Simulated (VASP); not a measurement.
Wanted: the native input for a VASP 6.6.1 run.

```yaml
Task: single point
Functional: PBE
Potentials_or_basis: VASP PAW PBE potentials, release 64 (La, Sc_sv, S)
Cutoff: 520 eV
k_mesh: 8 × 8 × 8
Occupations: gaussian, width 0.1 eV
Spin: no spin polarisation
Dipole_correction: no
Further_INCAR_settings: ALGO = Normal; EDIFF = 1e-06; NBANDS = 33
```

The structure of LaSc3S lies in POSCAR:

```
LaSc3S
1.0
    5.0180961452      0.0000000000      0.0000000000
    0.0000000000      5.0180961452      0.0000000000
    0.0000000000      0.0000000000      5.0180961452
La Sc S
1 3 1
Direct
    0.0000000000      0.0000000000      0.0000000000
    0.0000000000      0.5000000000      0.5000000000
    0.5000000000      0.0000000000      0.5000000000
    0.5000000000      0.5000000000      0.0000000000
    0.5000000000      0.5000000000      0.5000000000
```

These files were run (other wordings do the same):

INCAR

```
SYSTEM = LaSc3S
PREC = Accurate
ENCUT = 520
EDIFF = 1E-6
ISMEAR = 0
SIGMA = 0.1
LREAL = .FALSE.
LASPH = .TRUE.
NELM = 80
ALGO = Normal
ISIF = 2
LWAVE = .FALSE.
LCHARG = .FALSE.
GGA = PE
NBANDS = 33
```

KPOINTS

```
Automatic mesh
0
G
  8 8 8
  0 0 0
```

Potentials or basis: VASP PAW PBE potentials, release 64 (La, Sc_sv, S).

Launch:

```console
$ cat potpaw_PBE.64/La/POTCAR potpaw_PBE.64/Sc_sv/POTCAR potpaw_PBE.64/S/POTCAR > POTCAR
$ mpirun -np 1 vasp_std > vasp.out
```

It gave:

* Pressure: 0.1 GPa
* Band gap on the k mesh: zero (band 25 reaches 6.17 eV, above the bottom of band 26 at 4.58 eV)

Caveat: spin-orbit coupling is left out, which moves the levels of the heavy elements.

It took 4.7 min on 1 thread of AMD EPYC 7R13, on a shared host, peak memory 0.31 GiB.
